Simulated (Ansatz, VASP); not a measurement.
**Sr in VASP and in Ansatz**

```
CELL_PARAMETERS angstrom
-0.03042 3.04235 3.04235
3.01193 0.00000 3.01193
3.04235 3.04235 -0.03042
ATOMIC_POSITIONS crystal
Sr 0.00000 0.00000 0.00000
```

Change from the starting cell: strain -0.0200 x Voigt [0, 0, 0, 0, 1, 0], atoms carried along.

Alike in both runs: task single point; functional PBEsol; k mesh 10 × 10 × 10; occupations gaussian, width 0.03 eV; no spin polarisation.

```csv
,VASP,Ansatz
version,VASP 6.6.1,Ansatz 0.2.0
potentials or method,"VASP PAW PBE potentials, release 64 (Sr_sv), cutoff 520 eV","scalar-relativistic, plane waves, PAW"
valence electrons in the cell,10,10
```

Ansatz gave:

```
gap on the k mesh at the Fermi level (eV)                     : none
pressure (GPa)                                                : -0.9
traceless stress, the component that is largest in VASP (GPa) : 0.08
```

Q: What did VASP give for the same quantities?

A: gap on the k mesh at the Fermi level (eV): none; pressure (GPa): -0.9; traceless stress, the component that is largest in VASP (GPa): 0.09.

VASP's potentials were made for PBE, not for PBEsol. A gap of «none» marks a metal or a gap that the smearing closes.
